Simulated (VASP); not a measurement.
A run of VASP 6.6.1 is set up as follows.

Contents of INCAR:

```
PREC = Accurate
ENCUT = 520
EDIFF = 1E-6
ISMEAR = 0
SIGMA = 0.05
LREAL = False
LASPH = True
NELM = 80
ALGO = Normal
ISIF = 2
LWAVE = False
LCHARG = False
GGA = PE
NBANDS = 16
```

KPOINTS

```
regular mesh
0
Gamma
  8 8 8
```

POSCAR

```
GaP
1.0
    0.0000000000      2.7525025000      2.7252500000
    2.7252500000      0.0000000000      2.7252500000
    2.7252500000      2.7525025000      0.0000000000
Ga P
1 1
Direct
    0.0000000000      0.0000000000      0.0000000000
    0.7500000000      0.7500000000      0.7500000000
```

Potentials or basis: VASP PAW PBE potentials, release 64 (Ga_d, P).

Launch:

```sh
$ cat potpaw_PBE.64/Ga_d/POTCAR potpaw_PBE.64/P/POTCAR > POTCAR
$ mpirun -np 1 vasp_std > vasp.out
```

Q: Estimate the band gap on the k mesh.

A: 1.61 eV, indirect (least direct gap 1.72 eV).

Q: What does it give for the pressure?

A: 1.6 GPa.

Stress tensor (GPa, compression positive):
```
1.82 0.00 0.00
0.00 1.08 0.00
0.00 0.00 1.82
```

Caveat: the cell differs from its parent crystal (strain +0.0100 x Voigt [0, 1, 0, 0, 0, 0]). A k mesh can miss the band edges.
